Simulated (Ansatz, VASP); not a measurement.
# Si8S in VASP and in Ansatz

```
Si S
1.0
     3.81552    0.00000    0.00000
     0.00000    6.31294    0.00000
     0.00000    0.00000   21.23187
Si S
8 1
Direct
  0.00000 0.93690 0.18840
  0.00000 0.56310 0.18840
  0.50000 0.43690 0.24027
  0.50000 0.06310 0.24027
  0.50000 0.93327 0.34466
  0.50000 0.56673 0.34466
  0.00000 0.42663 0.38771
  0.00000 0.07337 0.38771
  0.00000 0.92663 0.52901
```

Alike in both runs: task single point; functional PBE; dispersion D3(BJ); k mesh 7 × 4 × 1; occupations gaussian, width 0.05 eV; collinear spin.

|  | VASP | Ansatz |
| --- | --- | --- |
| version | VASP 6.6.1 | Ansatz 0.2.0 |
| potentials or method | VASP PAW PBE potentials, release 64 (Si, S), cutoff 520 eV | scalar-relativistic, plane waves, PAW |
| valence electrons in the cell | 38 | 38 |

Ansatz gave:

- gap on the k mesh at the Fermi level (eV): none
- rms of the force components (eV/Å): 0.560
- net moment per atom (μB): 0.14
- size of the moment on the site where the two differ most (μB): 1.17

Task: Estimate VASP's values.

Result: gap on the k mesh at the Fermi level (eV): none; rms of the force components (eV/Å): 0.557; net moment per atom (μB): 0.14; size of the moment on the site where the two differ most (μB): 0.81.

Site moments also hang on the region over which each program counts them. Atom by atom the forces differ by 0.004 eV/Å (rms over components). A gap of «none» marks a metal or a gap that the smearing closes.
